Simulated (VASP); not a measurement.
Set up this calculation in VASP 6.6.1, as the native input.

```
Task                   : single point
Functional             : r2SCAN
Potentials or basis    : VASP PAW PBE potentials, release 64 (Cs_sv, I, Sn_d)
Cutoff                 : 520 eV
k mesh                 : 7 × 7 × 7
Occupations            : methfessel-paxton, width 0.05 eV
Spin                   : no spin polarisation
Dipole correction      : no
Further INCAR settings : ALGO = Normal; EDIFF = 1e-07; NBANDS = 30
```

The system is CsSnI3.

```
Cs I Sn
1.0
     6.20570    0.00000    0.00000
     0.00000    6.20570    0.00000
     0.00000    0.00000    6.20570
Cs I Sn
1 3 1
Direct
  0.00000 0.00000 0.00000
  0.50000 0.50000 0.00000
  0.50000 0.00000 0.50000
  0.00000 0.50000 0.50000
  0.50000 0.50000 0.50000
```

The input as run:

POSCAR

```
CsSnI3
1.0
    6.2057000000      0.0000000000      0.0000000000
    0.0000000000      6.2057000000      0.0000000000
    0.0000000000      0.0000000000      6.2057000000
Cs I Sn
1 3 1
Direct
    0.0000000000      0.0000000000      0.0000000000
    0.5000000000      0.5000000000      0.0000000000
    0.5000000000      0.0000000000      0.5000000000
    0.0000000000      0.5000000000      0.5000000000
    0.5000000000      0.5000000000      0.5000000000
```

INCAR.step1

```
SYSTEM = CsSnI3
ALGO = Normal
EDIFF = 1E-4
ENCUT = 520
GGA = PE
ISMEAR = 1
LASPH = .True.
LCHARG = .False.
LREAL = .False.
LWAVE = .True.
NBANDS = 30
NELM = 80
PREC = Accurate
SIGMA = 0.05
```

INCAR.step2

```
SYSTEM = CsSnI3
ALGO = Normal
EDIFF = 1E-7
ENCUT = 520
ISIF = 2
ISMEAR = 1
ISTART = 1
LASPH = .True.
LCHARG = .False.
LMIXTAU = .True.
LREAL = .False.
LWAVE = .False.
METAGGA = R2SCAN
NBANDS = 30
NELM = 80
PREC = Accurate
SIGMA = 0.05
```

KPOINTS

```
k-points
0
Gamma
  7 7 7
  0 0 0
```

Potentials or basis: VASP PAW PBE potentials, release 64 (Cs_sv, I, Sn_d).

The run is started by

```console
$ cat potpaw_PBE.64/Cs_sv/POTCAR potpaw_PBE.64/I/POTCAR potpaw_PBE.64/Sn_d/POTCAR > POTCAR
$ cp INCAR.step1 INCAR
$ mpirun -np 1 vasp_std > vasp.out
$ cp INCAR.step2 INCAR
$ mpirun -np 1 vasp_std > vasp.out
```

Results of the run:

| Property | Result |
| --- | --- |
| Pressure | 0.1 GPa |
| Band gap on the k mesh | 1.33 eV, direct |

Caveat: the PAW data sets were made with another functional, which shifts forces and pressure a little; spin-orbit coupling is left out, which moves the levels of the heavy elements.

Wall time 6.1 min on 1 thread of Intel(R) Xeon(R) 6975P-C (Granite Rapids) (shared host), peak memory 0.45 GiB.
